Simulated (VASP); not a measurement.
Write the native input for VASP 6.6.1 that does the following.

```
Task                   : single point
Functional             : r2SCAN
Potentials or basis    : VASP PAW PBE potentials, release 64 (Li_sv, Y_sv)
Cutoff                 : 520 eV
k mesh                 : 5 × 5 × 5
Occupations            : fermi-dirac, width 0.01 eV
Spin                   : no spin polarisation
Dipole correction      : no
Further INCAR settings : ALGO = Normal; EDIFF = 1e-06; NBANDS = 26
```

The system is LiY3.

```xyz
4
Lattice="4.8532 0.0000 0.0000 0.0000 4.8532 0.0000 0.0000 0.0000 4.8532" Properties=species:S:1:pos:R:3 pbc="T T T"
Li    0.0000    0.0000    0.0000
Y     2.4266    2.4266    0.0000
Y     2.4266    0.0000    2.4266
Y     0.0000    2.4266    2.4266
```

These files were run (other wordings do the same):

POSCAR

```
LiY3
1.0
    4.8532192817      0.0000000000      0.0000000000
    0.0000000000      4.8532192817      0.0000000000
    0.0000000000      0.0000000000      4.8532192817
Li Y
1 3
Direct
    0.0000000000      0.0000000000      0.0000000000
    0.5000000000      0.5000000000      0.0000000000
    0.5000000000      0.0000000000      0.5000000000
    0.0000000000      0.5000000000      0.5000000000
```

INCAR.step1

```
SYSTEM = LiY3
PREC = Accurate
ENCUT = 520
ISMEAR = -1
SIGMA = 0.01
LREAL = .False.
LASPH = .True.
NELM = 100
NBANDS = 26
GGA = PE
ALGO = Normal
EDIFF = 1E-4
LWAVE = .True.
LCHARG = .False.
```

INCAR.step2

```
SYSTEM = LiY3
PREC = Accurate
ENCUT = 520
EDIFF = 1E-6
ISMEAR = -1
SIGMA = 0.01
LREAL = .False.
LASPH = .True.
NELM = 100
ALGO = Normal
ISIF = 2
LWAVE = .False.
LCHARG = .False.
METAGGA = R2SCAN
LMIXTAU = .True.
NBANDS = 26
ISTART = 1
```

KPOINTS

```
Automatic mesh
0
Gamma
  5 5 5
  0 0 0
```

Potentials or basis: VASP PAW PBE potentials, release 64 (Li_sv, Y_sv).

Command:

```console
$ cat potpaw_PBE.64/Li_sv/POTCAR potpaw_PBE.64/Y_sv/POTCAR > POTCAR
$ cp INCAR.step1 INCAR
$ mpirun -np 1 vasp_std > vasp.out
$ cp INCAR.step2 INCAR
$ mpirun -np 1 vasp_std > vasp.out
```

Results of the run:

The band gap on the k mesh is zero (band 18 reaches 3.02 eV, above the bottom of band 19 at 2.44 eV).

It took 2.7 min on 1 thread of AMD EPYC 7R13 Processor (Zen 3), on a shared host, peak memory 0.19 GiB.
